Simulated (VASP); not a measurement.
**Hf: single point with PBEsol**

Hf:

```
Hf
1.0
    -1.80500    1.80500    1.76890
     1.80500   -1.80500    1.76890
     1.80500    1.80500   -1.76890
Hf
1
Direct
  0.00000 0.00000 0.00000
```

This cell differs from its parent crystal: zz strain of -2 %.

```json
{
 "Program": "VASP 6.6.1",
 "Task": "single point",
 "Functional": "PBEsol",
 "Potentials or basis": "VASP PAW PBE potentials, release 64 (Hf_pv)",
 "Cutoff": "520 eV",
 "k mesh": "16 × 16 × 16",
 "Occupations": "fermi-dirac, width 0.08 eV",
 "Spin": "no spin polarisation",
 "Dipole correction": "no",
 "Further INCAR settings": "ALGO = Normal; EDIFF = 1e-07; NBANDS = 11"
}
```

```
Pressure               : -7.6 GPa
Band gap on the k mesh : zero (bands 5 and 6 overlap by 2.21 eV)
```

Stress tensor (GPa, compression positive):
```
-7.30  0.00  0.00
 0.00 -7.30  0.00
 0.00  0.00 -8.26
```

Levels at points of the mesh, in eV from the Fermi level:
| k point | band 1 | band 2 | band 3 | band 4 | band 5 | band 6 | band 7 | band 8 | band 9 | band 10 |
| --- | --- | --- | --- | --- | --- | --- | --- | --- | --- | --- |
| (0.00, 0.00, 0.00) | -29.90 | -29.90 | -29.90 | -6.95 | 1.34 | 1.56 | 1.56 | 4.04 | 4.34 | 13.07 |
| (0.50, 0.00, 0.00) | -30.64 | -30.15 | -29.91 | -3.28 | -0.53 | 1.02 | 4.07 | 5.05 | 7.36 | 9.77 |
| (0.50, 0.50, 0.00) | -30.65 | -30.14 | -29.90 | -3.32 | -0.31 | 0.90 | 3.81 | 4.88 | 7.31 | 9.69 |
| (0.50, 0.50, 0.50) | -30.44 | -30.44 | -30.40 | -2.47 | -2.42 | 6.53 | 6.53 | 6.60 | 6.84 | 6.84 |

Wall time 20 s on 1 thread of Intel(R) Xeon(R) 6975P-C (Granite Rapids) (shared host), peak memory 0.21 GiB.

Caveat: the cell differs from its parent crystal (zz strain of -2 %); the cell stands under tension; the PAW data sets were made with another functional, which shifts forces and pressure a little; spin-orbit coupling is left out, which moves the levels of the heavy elements.
